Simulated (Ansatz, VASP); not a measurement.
**MoS2 in VASP and in Ansatz**

INCAR

```
SYSTEM = MoS2
ALGO = Normal ; EDIFF = 1E-7
ENCUT = 520 ; GGA = PE
ISIF = 2 ; ISMEAR = 0
IVDW = 12 ; LASPH = .True.
LCHARG = .False. ; LREAL = .False.
LWAVE = .False. ; NBANDS = 35
NELM = 80 ; PREC = Accurate
SIGMA = 0.05
```

Contents of KPOINTS:

```
k-points
0
Gamma
  12 12 4
  0 0 0
```

File POSCAR:

```
MoS2
1.0
    3.1754976126      0.0000000000      0.0000000000
   -1.5877488063      2.7500616022      0.0000000000
    0.0000000000      0.0000000000     12.1921287081
Mo S
2 4
Direct
    0.3333333333      0.6666666667      0.2500000000
    0.6666666667      0.3333333333      0.7500000000
    0.3333333333      0.6666666667      0.6204968003
    0.6666666667      0.3333333333      0.1204968003
    0.3333333333      0.6666666667      0.8795031997
    0.6666666667      0.3333333333      0.3795031997
```

Input for Ansatz:

```yaml
crystal:
  lattice:
    - [3.1754976126, 0.0, 0.0]
    - [-1.5877488063, 2.7500616022, 0.0]
    - [0.0, 0.0, 12.1921287081]
  atoms:
    - { symbol: Mo, position: [0.3333333333, 0.6666666667, 0.25] }
    - { symbol: Mo, position: [0.6666666667, 0.3333333333, 0.75] }
    - { symbol: S, position: [0.3333333333, 0.6666666667, 0.6204968003] }
    - { symbol: S, position: [0.6666666667, 0.3333333333, 0.1204968003] }
    - { symbol: S, position: [0.3333333333, 0.6666666667, 0.8795031997] }
    - { symbol: S, position: [0.6666666667, 0.3333333333, 0.3795031997] }
basis:
  ecutwfc: 420
kpoints:
  mp_grid: { grid: [12, 12, 4] }
hamiltonian:
  xc: pbe
  pseudopotentials: { kind: paw, azcp: { folder: soft_1 } }
  dispersion: d3bj
scf:
  occupations: { method: gaussian, width: 0.05 }
output:
  forces: true
  stress: true
  eigenvalues: true
```

Change from the starting cell: mode 4 frozen in at +0.000 Å, equal normal strain along x, y and z +0.0083.

Alike in both runs: task single point; functional PBE; dispersion D3(BJ); k mesh 12 × 12 × 4; occupations gaussian, width 0.05 eV; no spin polarisation.

```csv
,VASP,Ansatz
version,VASP 6.6.1,Ansatz 0.2.0
potentials or method,"VASP PAW PBE potentials, release 64 (Mo_sv, S), cutoff 520 eV","scalar-relativistic, plane waves, PAW"
valence electrons in the cell,52,52
```

|  | VASP | Ansatz | Ansatz less VASP |
| --- | --- | --- | --- |
| gap on the k mesh at the Fermi level (eV) | 0.82 | 0.81 | -0.014 |
| least direct gap on the mesh (eV) | 1.65 | 1.65 | -0.004 |
| pressure (GPa) | -3.8 | -3.7 | +0.12 |
| traceless stress, the component that is largest in VASP (GPa) | -0.34 | -0.31 | +0.029 |
| rms of the force components (eV/Å) | 0.188 | 0.182 | -0.0056 |

Atom by atom the forces differ by 0.006 eV/Å (rms over components).
